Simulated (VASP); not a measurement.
SiC, 2 atoms in the cell. Symmetry: F-43m, No. 216, cubic system. Conventional cell: a = 4.356 Å, b = 4.356 Å, c = 4.356 Å, α = 90.00°, β = 90.00°, γ = 90.00°. Within 2.5 Å of Si (site symmetry -43m) lie 4 C at 1.89 Å. Within 2.5 Å of C (site symmetry -43m) lie 4 Si at 1.89 Å. 

| Quantity | Value |
| --- | --- |
| Program | VASP 6.6.1 |
| Task | relaxation of cell and atoms |
| Functional | r2SCAN |
| Potentials or basis | VASP PAW PBE potentials, release 64 (Si, C) |
| Cutoff | 600 eV |
| k mesh | 10 × 10 × 10 |
| Occupations | gaussian, width 0.01 eV |
| Spin | no spin polarisation |
| Target pressure | 4 GPa |
| Dipole correction | no |
| Further INCAR settings | ALGO = Normal; EDIFF = 1e-06; IBRION = 2; EDIFFG = -0.002; NSW = 100; ISIF = 3 |

Potentials or basis: VASP PAW PBE potentials, release 64 (Si, C).

The run is started by

```sh
$ cat potpaw_PBE.64/Si/POTCAR potpaw_PBE.64/C/POTCAR > POTCAR
$ cp INCAR.step1 INCAR
$ mpirun -np 1 vasp_std > vasp.out
$ cp INCAR.step2 INCAR
$ mpirun -np 1 vasp_std > vasp.out
```

Hardware: 1 thread of Intel(R) Xeon(R) Platinum 8259CL CPU @ 2.50GHz (Skylake/Cascade Lake), with other jobs on the host.

Problem. How long does it take, and how much memory?

Solution. It took 2 min on 1 thread of Intel(R) Xeon(R) Platinum 8259CL CPU @ 2.50GHz (Skylake/Cascade Lake), with other jobs on the host, peak memory 0.16 GiB. Counts: k points 47, ion steps 3.
